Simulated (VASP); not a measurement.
Runs of VASP 6.6.1 on ZrB2. The structure is that of space group R-3m (No. 166), or close to it. The cells are those of the table. 

```tsv
task	spin	cell	k mesh	cutoff (eV)	k mesh for the DOS	occupations for the DOS	gap on the mesh (eV)	pressure (GPa)	largest force (eV/Å)
single point	off	a = 5.834 Å, angles 39.9°, 6 atoms	6 × 6 × 6	520	-	-	none	0.1	0.01
single point	collinear, ferromagnetic start	a = 5.834 Å, angles 39.9°, 6 atoms	6 × 6 × 6	520	-	-	none	0.1	0.01
relaxation of cell and atoms	off	relaxed from a = 4.716 Å, angles 59.0°, 6 atoms	6 × 6 × 6	600	-	-	none	0.1	0.01
single point	off	a = 4.716 Å, angles 59.0°, 6 atoms	6 × 6 × 6	520	-	-	none	(a)	19.62
single point	off	a = 5.835 Å, angles 39.9°, 6 atoms	12 × 12 × 12	520	-	-	none	0.1	0.01
```

Alike in all rows: level PBE; potentials or basis VASP PAW PBE potentials, release 64 (Zr_sv, B); smearing gaussian 0.1 eV.

Estimate the missing entries.

(a) 33.3.

Caveats: forces of over 1 eV/Å act on the atoms, so gaps and moduli don't describe the material at rest (some runs).

A k mesh can miss the band edges, and the runs leave out spin-orbit coupling on Zr.

A gap of «none» marks levels without a gap at the run's occupations.
